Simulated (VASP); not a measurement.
Input of a VASP 6.6.1 run:

POSCAR

```
InSe
1.0
    4.0499987506      0.0000000000      0.0000000000
   -2.0249993753      3.5074018033      0.0000000000
    0.0000000000      0.0000000000     16.9300000000
In Se
4 4
Direct
    0.3333333333      0.6666666667      0.1570000000
    0.6666666667      0.3333333333      0.6570000000
    0.3333333333      0.6666666667      0.3430000000
    0.6666666667      0.3333333333      0.8430000000
    0.3333333333      0.6666666667      0.6020000000
    0.6666666667      0.3333333333      0.1020000000
    0.3333333333      0.6666666667      0.8980000000
    0.6666666667      0.3333333333      0.3980000000
```

The input INCAR.step1:

```
SYSTEM = InSe
PREC = Accurate
ENCUT = 600
ISMEAR = 0
SIGMA = 0.1
LREAL = .FALSE.
LASPH = .TRUE.
NELM = 100
GGA = PE
ALGO = Normal
EDIFF = 1E-4
LWAVE = .TRUE.
LCHARG = .FALSE.
```

The input INCAR.step2:

```
SYSTEM = InSe
PREC = Accurate
ENCUT = 600
EDIFF = 1E-6
ISMEAR = 0
SIGMA = 0.1
LREAL = .FALSE.
LASPH = .TRUE.
NELM = 100
ALGO = Normal
ISIF = 3
LWAVE = .FALSE.
LCHARG = .FALSE.
METAGGA = R2SCAN
LMIXTAU = .TRUE.
IBRION = 2
NSW = 90
EDIFFG = -0.04
ISTART = 1
```

File KPOINTS:

```
regular mesh
0
G
  6 6 1
  0 0 0
```

Potentials or basis: VASP PAW PBE potentials, release 64 (In_d, Se).

Launch:

```sh
$ cat potpaw_PBE.64/In_d/POTCAR potpaw_PBE.64/Se/POTCAR > POTCAR
$ cp INCAR.step1 INCAR
$ mpirun -np 1 vasp_std > vasp.out
$ cp INCAR.step2 INCAR
$ mpirun -np 1 vasp_std > vasp.out
```

Problem. What does it give for the band gap on the k mesh?

Solution. 0.89 eV.

Problem. Estimate the space group after relaxing (to 0.1 Å).

Solution. P6_3/mmc (No. 194).

Problem. Predict the relaxed cell.

Solution. a = 4.039 Å, b = 4.039 Å, c = 17.254 Å, α = 90.00°, β = 90.00°, γ = 120.00°.

Final structure:
```yaml
crystal:
  lattice:
    - [4.03919, 0.00000, 0.00000]
    - [-2.01960, 3.49804, 0.00000]
    - [0.00000, 0.00000, 17.25413]
  atoms:
    - { symbol: In, position: [0.33333, 0.66667, 0.16888] }
    - { symbol: In, position: [0.66667, 0.33333, 0.66888] }
    - { symbol: In, position: [0.33333, 0.66667, 0.33112] }
    - { symbol: In, position: [0.66667, 0.33333, 0.83112] }
    - { symbol: Se, position: [0.33333, 0.66667, 0.59574] }
    - { symbol: Se, position: [0.66667, 0.33333, 0.09574] }
    - { symbol: Se, position: [0.33333, 0.66667, 0.90426] }
    - { symbol: Se, position: [0.66667, 0.33333, 0.40426] }
```

Caveat: spin-orbit coupling is left out, which moves the levels of the heavy elements. Zero-point motion and thermal expansion aren't in these numbers.
